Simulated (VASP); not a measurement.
# Be4ZnTe (P4mm) in VASP: further runs

Be4ZnTe is run at these levels: PBE; tasks: single point, relaxation of cell and atoms.

All numbers are computed with VASP 6.6.1; they aren't measurements. Logs are shortened: lines on timing, memory, paths and dates and some standing lists are left out, and cuts for length are marked.

### Step 1. The cell of the first run

It takes space group P4mm (No. 99, tetragonal). Conventional cell: a = 3.020 Å, b = 3.020 Å, c = 9.196 Å, α = 90.00°, β = 90.00°, γ = 90.00°. Within 3.1 Å of Be (site symmetry 4mm) lie 9 Be at 2.25 to 3.02 Å and 4 Zn at 2.45 Å. Within 2.8 Å of Be (site symmetry 4mm) lie 5 Be at 2.10 to 2.38 Å and 4 Te at 2.69 Å. Be (site symmetry 4mm) has 13 Be at 2.25 to 3.02 Å and 1 Te at 2.70 Å within 3.1 Å. Within 2.8 Å of Be (site symmetry 4mm) lie 9 Be at 2.10 to 2.45 Å and 1 Zn at 2.41 Å. Zn (site symmetry 4mm) has 5 Be at 2.41 to 2.45 Å and 4 Zn at 3.02 Å within 3.2 Å. Within 3.5 Å of Te (site symmetry 4mm) lie 5 Be at 2.69 to 2.70 Å and 4 Te at 3.02 Å.

The cell was built from a structure type or drawn by symmetry, and may not be a known phase.

### Step 2. Single point, PBE

The input, INCAR:

```
SYSTEM = Be4ZnTe
  PREC = Accurate
  ENCUT = 600
  EDIFF = 1E-6
  ISMEAR = 0
  SIGMA = 0.2
  LREAL = .False.
  LASPH = .True.
  NELM = 120
  ALGO = Normal
  ISIF = 2
  LWAVE = .False.
  LCHARG = .True.
  GGA = PE
  LELF = .True.
  LVHAR = .True.
  NBANDS = 22
  GGA_COMPAT = .False.
```

The input, KPOINTS:

```
Automatic mesh
0
Gamma
  5 5 2
  0 0 0
```

The input, POSCAR:

```
Be4ZnTe
1.0
    3.0201502879      0.0000000000      0.0000000000
    0.0000000000      3.0201502879      0.0000000000
    0.0000000000      0.0000000000      9.1955582323
Be Zn Te
4 1 1
Direct
    0.5000000000      0.5000000000      0.1905936279
    0.0000000000      0.0000000000      0.8305017273
    0.5000000000      0.5000000000      0.9458635937
    0.0000000000      0.0000000000      0.0591845691
    0.0000000000      0.0000000000      0.3210893484
    0.5000000000      0.5000000000      0.6527661036
```

Potentials or basis: VASP PAW PBE potentials, release 64 (Be, Zn, Te).

Run with:

```bash
$ cat potpaw_PBE.64/Be/POTCAR potpaw_PBE.64/Zn/POTCAR potpaw_PBE.64/Te/POTCAR > POTCAR
$ mpirun -np 1 vasp_std > vasp.out
```

OUTCAR:

```text
SYSTEM = Be4ZnTe
   PREC = Accurate
   ENCUT = 600
   EDIFF = 1E-6
   ISMEAR = 0
   LREAL = .False.
   LASPH = .True.
   NELM = 120
   ISIF = 2
   GGA = PE

 ion  position               nearest neighbor table
   1  0.500  0.500  0.191-   3 2.25   5 2.45   5 2.45   5 2.45   5 2.45
   2  0.000  0.000  0.831-   4 2.10   3 2.38   3 2.38   3 2.38   3 2.38   6 2.69   6 2.69   6 2.69
                             6 2.69
   3  0.500  0.500  0.946-   1 2.25   4 2.38   4 2.38   4 2.38   4 2.38   2 2.38   2 2.38   2 2.38
                             2 2.38   6 2.70
   4  0.000  0.000  0.059-   2 2.10   3 2.38   3 2.38   3 2.38   3 2.38   5 2.41
   5  0.000  0.000  0.321-   4 2.41   1 2.45   1 2.45   1 2.45   1 2.45
   6  0.500  0.500  0.653-   2 2.69   2 2.69   2 2.69   2 2.69   3 2.70

  LATTYP: Found a simple tetragonal cell.
 ALAT       =     3.0201502879
 C/A-ratio  =     3.0447353131

  Lattice vectors:

 A1 = (   3.0201502879,   0.0000000000,   0.0000000000)
 A2 = (   0.0000000000,   3.0201502879,   0.0000000000)
 A3 = (   0.0000000000,   0.0000000000,   9.1955582323)

Analysis of symmetry for initial positions (statically):
=====================================================================
 Subroutine PRICEL returns:
 Original cell was already a primitive cell.

 Routine SETGRP: Setting up the symmetry group for a
 simple tetragonal supercell.

 Subroutine GETGRP returns: Found  8 space group operations
 (whereof  8 operations were pure point group operations)
 out of a pool of 16 trial point group operations.

The static configuration has the point symmetry C_4v.

Analysis of symmetry for dynamics (positions and initial velocities):
=====================================================================
 Subroutine PRICEL returns:
 Original cell was already a primitive cell.

 Routine SETGRP: Setting up the symmetry group for a
 simple tetragonal supercell.

 Subroutine GETGRP returns: Found  8 space group operations
 (whereof  8 operations were pure point group operations)
 out of a pool of 16 trial point group operations.

The dynamic configuration has the point symmetry C_4v.

 Subroutine INISYM returns: Found  8 space group operations
 (whereof  8 operations are pure point group operations),
 and found     1 'primitive' translations

[... 89 lines left out ...]
   EDIFF  = 0.1E-05   stopping-criterion for ELM
   LREAL  =      F    real-space projection
   EDIFFG = 0.1E-04   stopping-criterion for IOM
   NSW    =      0    number of steps for IOM
   IBRION =     -1    ionic relax: 0-MD 1-quasi-New 2-CG
   NFREE  =      0    steps in history (QN), initial steepest desc. (CG)
   ISIF   =      2    stress and relaxation
   ISYM   =      2    0-nonsym 1-usesym 2-fastsym
   POTIM  = 0.5000    time-step for ionic-motion
   TEBEG  =    0.0;   TEEND  =   0.0 temperature during run
   PSTRESS=    0.0 pullay stress
   NELECT =      26.0000    total number of electrons
   NUPDOWN=      -1.0000    fix difference up-down
   EMIN   =  10.00;   EMAX   =-10.00  energy-range for DOS
   EFERMI =   0.00;   METHOD = LEGACY
   ISMEAR =     0;   SIGMA  =   0.20  broadening in eV -4-tet -1-fermi 0-gaus
   EFERMI_NEDOS =   21; number of points for ismear=-14 and -15
   IALGO  =     38    algorithm
   IMIX   =      4    mixing-type and parameters
     AMIX     =   0.40;   BMIX     =  1.00
     AMIX_MAG =   1.60;   BMIX_MAG =  1.00
  volume/ion in A,a.u.               =      13.98        94.34
  Fermi-wavevector in a.u.,A,eV,Ry     =   1.107952  2.093725 16.701930  1.227557
  Thomas-Fermi vector in A             =   2.244473
   LORBIT       =      0    0 simple, 1 ext, 2 COOP (PROOUT), +10 PAW based schemes
   GGA     = PE    functional components
   LHFCALC =     F    Hartree Fock is set to
   AEXX    =    0.0000 exact exchange contribution
   IVDW    =     0    specifies the selected vdW correction
   LEPSILON=     F    determine dielectric tensor
   LRPA    =     F    only Hartree local field effects (RPA)
 non-spin polarized calculation
 Gauss-broadening in eV      SIGMA  =   0.20
  energy-cutoff  :      600.00
  volume of cell :       83.88
 maximum number of plane-waves:      2834
   NGX = 13   NGY = 13   NGZ = 37

 number of electron      26.0000014 magnetization

 Free energy of the ion-electron system (eV)
  ---------------------------------------------------
  ext. energy  EPLUGINS =         0.00000000
  ---------------------------------------------------
  free energy    TOTEN  =       -16.47389375 eV

  energy without entropy =      -16.43067209  energy(sigma->0) =      -16.45228292

 E-fermi :   5.8221     XC(G=0): -10.1578

 val. band max:        5.7827667300   @ k =   0.4000   0.0000   0.5000
 cond. band min:       5.8900286262   @ k =   0.4000   0.4000   0.5000
 fundamental gap:      0.1072618963
 Fermi energy:         5.8221448255

 k-point     1 :       0.0000    0.0000    0.0000
  band No.  band energies     occupation
      1      -8.8877      2.00000
      2      -3.3839      2.00000
      3      -2.4494      2.00000
      4      -1.7333      2.00000
      5      -1.7091      2.00000
      6      -1.3675      2.00000
[... 289 lines left out ...]
     21      10.2561      0.00000
     22      10.9160      0.00000

------------------------ aborting loop because EDIFF is reached ----------------------------------------

  FORCE on cell =-STRESS in cart. coord.  units (eV):
  Direction    XX          YY          ZZ          XY          YZ          ZX
  --------------------------------------------------------------------------------------
  -------------------------------------------------------------------------------------
  Total        0.0937487      0.0937487      0.1163891      0.0000000      0.0000000      0.0000000
  in kB        1.7907734      1.7907734      2.2232465      0.0000000      0.0000000      0.0000000
  external PRESSURE =       1.9349311 kB  Pullay stress =       0.0000000 kB

 VOLUME and BASIS-vectors are now :
 -----------------------------------------------------------------------------
  energy-cutoff  :      600.00
  volume of cell :       83.88
      direct lattice vectors                 reciprocal lattice vectors
     3.020150288  0.000000000  0.000000000     0.331109350  0.000000000  0.000000000
     0.000000000  3.020150288  0.000000000     0.000000000  0.331109350  0.000000000
     0.000000000  0.000000000  9.195558232     0.000000000  0.000000000  0.108748156

 POSITION                                       TOTAL-FORCE (eV/Angst)
 -----------------------------------------------------------------------------------
      1.51008      1.51008      1.75261         0.000000     -0.000000      0.005883
      0.00000      0.00000      7.63693         0.000000     -0.000000     -0.005292
      1.51008      1.51008      8.69774         0.000000      0.000000     -0.015416
      0.00000      0.00000      0.54424         0.000000     -0.000000     -0.035438
      0.00000      0.00000      2.95260         0.000000      0.000000      0.016494
      1.51008      1.51008      6.00255         0.000000     -0.000000      0.033769
 -----------------------------------------------------------------------------------
    total drift:                               -0.000000      0.000000     -0.000922

  FREE ENERGIE OF THE ION-ELECTRON SYSTEM (eV)
  ---------------------------------------------------
  free  energy   TOTEN  =       -16.4738937456 eV

  energy  without entropy=      -16.4306720885  energy(sigma->0) =      -16.45228292
```

stdout:

```text
POSCAR found type information on POSCAR BeZnTe
 POSCAR found :  3 types and       6 ions
 scaLAPACK will be used
 LDA part: xc-table for (Slater+PW92), standard interpolation
 POSCAR, INCAR and KPOINTS ok, starting setup
 FFT: planning ... GRIDC
 FFT: planning ... GRID_SOFT
 FFT: planning ... GRID
 WAVECAR not read
 entering main loop
```

It took 15 s on 1 thread of AMD EPYC 9R45 (Zen 5), shared host; peak memory 0.18 GiB.

Results:

- Free energy: -16.4739 eV
- Pressure: 0.2 GPa
- Largest force: 0.035 eV/Å
- Band gap on the k mesh: zero (bands 13 and 14 overlap by 3.43 eV)

Forces on the atoms (eV/Å):
```
Be   0.000  0.000  0.006
Be   0.000  0.000 -0.005
Be   0.000  0.000 -0.015
Be   0.000  0.000 -0.035
Zn   0.000  0.000  0.016
Te   0.000  0.000  0.034
```

Levels at points of the mesh, in eV from the Fermi level:
| k point | band 9 | band 10 | band 11 | band 12 | band 13 | band 14 | band 15 | band 16 | band 17 | band 18 |
| --- | --- | --- | --- | --- | --- | --- | --- | --- | --- | --- |
| (0.00, 0.00, 0.00) | -4.79 | -3.46 | 0.69 | 0.69 | 2.70 | 2.70 | 2.72 | 4.27 | 5.02 | 5.02 |
| (0.00, 0.00, 0.50) | -6.23 | -1.42 | 0.25 | 0.71 | 0.71 | 2.59 | 2.59 | 5.25 | 5.30 | 5.30 |

Caveat: the k points lie up to 0.42 Å⁻¹ apart, too coarse for converged energies and pressures of a metal; spin-orbit coupling is left out, which moves the levels of the heavy elements.

### Step 3. Relaxation of cell and atoms, PBE

This run uses another cell than the first one, of 12.16 Å³/atom.

The input, INCAR:

```
PREC = Accurate ; ENCUT = 600
EDIFF = 1E-7 ; ISMEAR = 0
SIGMA = 0.2 ; LREAL = False
LASPH = True ; NELM = 120
ALGO = Normal ; ISIF = 3
LWAVE = False ; LCHARG = False
GGA = PE ; IBRION = 2
NSW = 36 ; EDIFFG = -0.08
GGA_COMPAT = False ; NELMIN = 4
```

The input, KPOINTS:

```
Automatic mesh
0
Gamma
  5 5 2
```

The input, POSCAR:

```
Be4ZnTe
1.0
    2.9245675200      0.0000000000      0.0000000000
    0.0000000000      2.9245675200      0.0000000000
    0.0000000000      0.0000000000      8.5303687400
Be Zn Te
4 1 1
Direct
    0.5000000000      0.5000000000      0.2433270100
    0.0000000000      0.0000000000      0.7440829900
    0.5000000000      0.5000000000      0.9182549700
    0.0000000000      0.0000000000      0.0755200000
    0.0000000000      0.0000000000      0.3720980000
    0.5000000000      0.5000000000      0.6467160000
```

Potentials or basis: VASP PAW PBE potentials, release 64 (Be, Zn, Te).

Run with:

```bash
$ cat potpaw_PBE.64/Be/POTCAR potpaw_PBE.64/Zn/POTCAR potpaw_PBE.64/Te/POTCAR > POTCAR
$ mpirun -np 1 vasp_std > vasp.out
```

OUTCAR:

```text
PREC = Accurate
   ENCUT = 600
   EDIFF = 1E-7
   ISMEAR = 0
   LREAL = False
   LASPH = True
   NELM = 120
   ISIF = 3
   GGA = PE
   IBRION = 2
   NSW = 36
   EDIFFG = -0.08
   NELMIN = 4

 ion  position               nearest neighbor table
   1  0.500  0.500  0.243-   5 2.34   5 2.34   5 2.34   5 2.34
   2  0.000  0.000  0.744-   6 2.23   6 2.23   6 2.23   6 2.23
   3  0.500  0.500  0.918-   6 2.32
   4  0.000  0.000  0.076-   5 2.53
   5  0.000  0.000  0.372-   1 2.34   1 2.34   1 2.34   1 2.34   4 2.53   6 3.12   6 3.12   6 3.12
                             6 3.12
   6  0.500  0.500  0.647-   2 2.23   2 2.23   2 2.23   2 2.23   3 2.32   5 3.12   5 3.12   5 3.12
                             5 3.12

  LATTYP: Found a simple tetragonal cell.
 ALAT       =     2.9245675200
 C/A-ratio  =     2.9167966483

  Lattice vectors:

[... 537 lines left out ...]

  energy  without entropy=      -15.2096806974  energy(sigma->0) =      -15.24667496

[... ionic steps 4 to 18 ...]

--------------------------------------- Ionic step       19  -------------------------------------------

 number of electron      26.0000010 magnetization

------------------------ aborting loop because EDIFF is reached ----------------------------------------
[... 75 lines left out ...]
--------------------------------------- Ionic step       21  -------------------------------------------

 number of electron      26.0000009 magnetization

 Free energy of the ion-electron system (eV)
  ---------------------------------------------------
  ext. energy  EPLUGINS =         0.00000000
  ---------------------------------------------------
  free energy    TOTEN  =       -16.47333069 eV

  energy without entropy =      -16.42600363  energy(sigma->0) =      -16.44966716

 E-fermi :   5.8097     XC(G=0): -10.1455

 val. band max:        5.7838579458   @ k =   0.4000   0.0000   0.5000
 cond. band min:       5.8350554315   @ k =   0.4000   0.4000   0.5000
 fundamental gap:      0.0511974857
 Fermi energy:         5.8097350190

 k-point     1 :       0.0000    0.0000    0.0000
  band No.  band energies     occupation
      1      -8.9322      2.00000
      2      -3.3837      2.00000
      3      -2.4466      2.00000
      4      -1.7497      2.00000
      5      -1.7243      2.00000
      6      -1.3867      2.00000
[... 262 lines left out ...]
  FREE ENERGIE OF THE ION-ELECTRON SYSTEM (eV)
  ---------------------------------------------------
  free  energy   TOTEN  =       -16.4733306886 eV

  energy  without entropy=      -16.4260036309  energy(sigma->0) =      -16.44966716

 reached required accuracy - stopping structural energy minimisation
```

OSZICAR:

```text
N       E                     dE             d eps       ncg     rms          rms(c)
DAV:   1     0.122201763073E+03    0.12220E+03   -0.12617E+04   408   0.174E+03
DAV:   2    -0.403939388910E+01   -0.12624E+03   -0.12393E+03   410   0.310E+02
DAV:   3    -0.149125734484E+02   -0.10873E+02   -0.10434E+02   586   0.890E+01
[... 247 lines left out ...]
DAV:   6    -0.164733330547E+02    0.15580E-04   -0.61634E-05   637   0.981E-02    0.107E-02
DAV:   7    -0.164733310000E+02    0.20547E-05   -0.20875E-05   486   0.384E-02    0.495E-03
DAV:   8    -0.164733308632E+02    0.13677E-06   -0.10091E-06   503   0.112E-02    0.606E-03
DAV:   9    -0.164733307025E+02    0.16069E-06   -0.52284E-08   211   0.398E-03    0.850E-04
DAV:  10    -0.164733306886E+02    0.13943E-07   -0.63372E-08   206   0.226E-03
  21 F= -.16473331E+02 E0= -.16449667E+02  d E =-.183093E-02
```

CONTCAR:

```text
Be4ZnTe
   1.00000000000000
     3.0238103192473127   -0.0000000000000000   -0.0000000000000000
    -0.0000000000000000    3.0238103192473127    0.0000000000000000
    -0.0000000000000000    0.0000000000000000    9.1880823750232672
  Be              Zn              Te
     4     1     1
Direct
     0.5000000000000000    0.5000000000000000    0.1900235167938265
     0.0000000000000000    0.0000000000000000    0.8298977394694393
     0.5000000000000000    0.5000000000000000    0.9454599984458001
     0.0000000000000000    0.0000000000000000    0.0588506929525514
     0.0000000000000000    0.0000000000000000    0.3206785711248575
     0.5000000000000000    0.5000000000000000    0.6550884512135251

  0.00000000E+00  0.00000000E+00  0.00000000E+00
  0.00000000E+00  0.00000000E+00  0.00000000E+00
  0.00000000E+00  0.00000000E+00  0.00000000E+00
  0.00000000E+00  0.00000000E+00  0.00000000E+00
  0.00000000E+00  0.00000000E+00  0.00000000E+00
  0.00000000E+00  0.00000000E+00  0.00000000E+00
```

Run time: 7.2 min. Hardware: 1 thread of AMD EPYC 7R13, shared host; peak memory 0.18 GiB.

Results:

* Free energy: -16.4733 eV
* Relaxed volume: 14.00 Å³/atom
* Relaxed cell: a = 3.024 Å, b = 3.024 Å, c = 9.188 Å, α = 90.00°, β = 90.00°, γ = 90.00°
* Space group after relaxing (to 0.1 Å): P4mm (No. 99)
* Energy gained by relaxing: 449.4 meV/atom
* Ionic steps: 21
* Pressure after relaxing: 0.3 GPa
* Largest force after relaxing: 0.049 eV/Å
* Band gap on the k mesh: zero (bands 13 and 14 overlap by 3.40 eV)

Forces on the atoms (eV/Å):
```
Be   0.000  0.000  0.020
Be   0.000  0.000  0.041
Be   0.000  0.000  0.008
Be   0.000  0.000 -0.049
Zn   0.000  0.000 -0.005
Te   0.000  0.000 -0.016
```

Stress tensor (GPa, compression positive):
```
0.20 0.00 0.00
0.00 0.20 0.00
0.00 0.00 0.42
```

Step by step:
```tsv
step	energy change (eV)	largest force (eV/Å)	pressure (GPa)	volume (Å³)
1	0.0000	3.4724	22.07	72.96
2	-1.4726	1.0563	-6.25	92.00
3	-1.5068	1.3227	-3.67	88.77
4	-1.8450	1.1282	-2.83	86.40
5	-2.0572	0.9151	4.92	79.08
6	-2.1747	0.8172	-0.06	82.71
7	-2.2074	0.6816	1.06	81.65
8	-2.2080	0.6372	1.41	81.37
9	-2.3177	0.5149	0.56	82.26
10	-2.3430	0.6505	0.20	82.94
11	-2.4678	0.3769	-0.70	83.72
12	-2.5401	0.8080	-0.95	84.63
13	-2.6214	0.6638	0.08	83.50
14	-2.5552	1.0732	5.03	80.45
15	-2.6610	0.3755	1.20	82.58
16	-2.6630	0.3324	1.80	82.23
17	-2.6742	0.5004	-0.30	84.91
18	-2.6825	0.4071	0.45	83.85
19	-2.6946	0.1239	-0.47	84.75
20	-2.6947	0.1208	-0.49	84.78
21	-2.6965	0.0486	0.28	84.01
```

Final structure:
```
CELL_PARAMETERS angstrom
3.02381 0.00000 0.00000
0.00000 3.02381 0.00000
0.00000 0.00000 9.18808
ATOMIC_POSITIONS crystal
Be 0.50000 0.50000 0.19002
Be 0.00000 0.00000 0.82990
Be 0.50000 0.50000 0.94546
Be 0.00000 0.00000 0.05885
Zn 0.00000 0.00000 0.32068
Te 0.50000 0.50000 0.65509
```

Caveat: the k points lie up to 0.42 Å⁻¹ apart in the final cell, too coarse for converged energies and pressures of a metal; the volume moved by over 15 % at a fixed basis, so the end points are rough; spin-orbit coupling is left out, which moves the levels of the heavy elements; the relaxation stopped at a loose force limit of 0.08 eV/Å, so its end isn't a converged minimum.
